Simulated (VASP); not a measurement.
GaN, 2 atoms in the cell. Symmetry: F-43m, No. 216, cubic system. Conventional cell: a = 4.507 Å, b = 4.507 Å, c = 4.507 Å, α = 90.00°, β = 90.00°, γ = 90.00°. Ga (site symmetry -43m) has 4 N at 1.95 Å within 2.6 Å. Within 2.6 Å of N (site symmetry -43m) lie 4 Ga at 1.95 Å. 

| Property | Result |
| --- | --- |
| Program | VASP 6.6.1 |
| Task | single point |
| Functional | PBE-based screened hybrid with 25 % exact exchange |
| Potentials or basis | VASP PAW PBE potentials, release 64 (Ga_d, N) |
| Cutoff | 520 eV |
| k mesh | 5 × 5 × 5 |
| Occupations | fermi-dirac, width 0.05 eV |
| Spin | no spin polarisation |
| Dipole correction | no |
| Grid for exact exchange (PRECFOCK) | Normal |
| Share of exact exchange | 0.25 |
| Further INCAR settings | ALGO = Normal; EDIFF = 1e-06; NBANDS = 16 |
| Screening parameter | 0.6 1/Å |

Potentials or basis: VASP PAW PBE potentials, release 64 (Ga_d, N).

The run is started by

```bash
$ cat potpaw_PBE.64/Ga_d/POTCAR potpaw_PBE.64/N/POTCAR > POTCAR
$ cp INCAR.step1 INCAR
$ mpirun -np 1 vasp_std > vasp.out
$ cp INCAR.step2 INCAR
$ mpirun -np 1 vasp_std > vasp.out
```

Hardware: 1 thread of Intel(R) Xeon(R) Platinum 8259CL CPU @ 2.50GHz (Skylake/Cascade Lake), with other jobs on the host.

Problem. Estimate the wall time of this run.

Solution. It took 10 min on 1 thread of Intel(R) Xeon(R) Platinum 8259CL CPU @ 2.50GHz (Skylake/Cascade Lake) (shared host), peak memory 0.25 GiB. Counts: k points 10.
